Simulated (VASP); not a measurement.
Write the native input for VASP 6.6.1 that does the following.

* Task: single point
* Functional: PBE
* Potentials or basis: VASP PAW PBE potentials, release 64 (Al, N)
* Cutoff: 600 eV
* k mesh: 10 × 10 × 10
* Occupations: gaussian, width 0.01 eV
* Spin: no spin polarisation
* Dipole correction: no
* Further INCAR settings: ALGO = Normal; EDIFF = 1e-06; NBANDS = 11

The structure of AlN lies in POSCAR:

```
AlN
1.0
    0.0000000000      2.1330057111      2.1330057111
    2.1330057111      0.0000000000      2.1330057111
    2.1330057111      2.1330057111      0.0000000000
Al N
1 1
Direct
    0.0000000000      0.0000000000      0.0000000000
    0.7500000000      0.7500000000      0.7500000000
```

These files were run (other wordings do the same):

INCAR

```
SYSTEM = AlN
ALGO = Normal
EDIFF = 1E-6
ENCUT = 600
GGA = PE
GGA_COMPAT = .False.
ISIF = 2
ISMEAR = 0
LASPH = .True.
LCHARG = .False.
LREAL = .False.
LWAVE = .False.
NBANDS = 11
NELM = 120
PREC = Accurate
SIGMA = 0.01
```

KPOINTS

```
k-points
0
Gamma
  10 10 10
  0 0 0
```

Potentials or basis: VASP PAW PBE potentials, release 64 (Al, N).

Run with:

```bash
$ cat potpaw_PBE.64/Al/POTCAR potpaw_PBE.64/N/POTCAR > POTCAR
$ mpirun -np 1 vasp_std > vasp.out
```

Results of the run:

| Item | Value |
| --- | --- |
| Pressure | 21.7 GPa |
| Band gap on the k mesh | 3.35 eV, indirect (least direct gap 4.84 eV) |

Wall time 5.7 s on 1 thread of AMD EPYC 9R45 96-Core Processor (Zen 5) (shared host), peak memory 0.1 GiB.
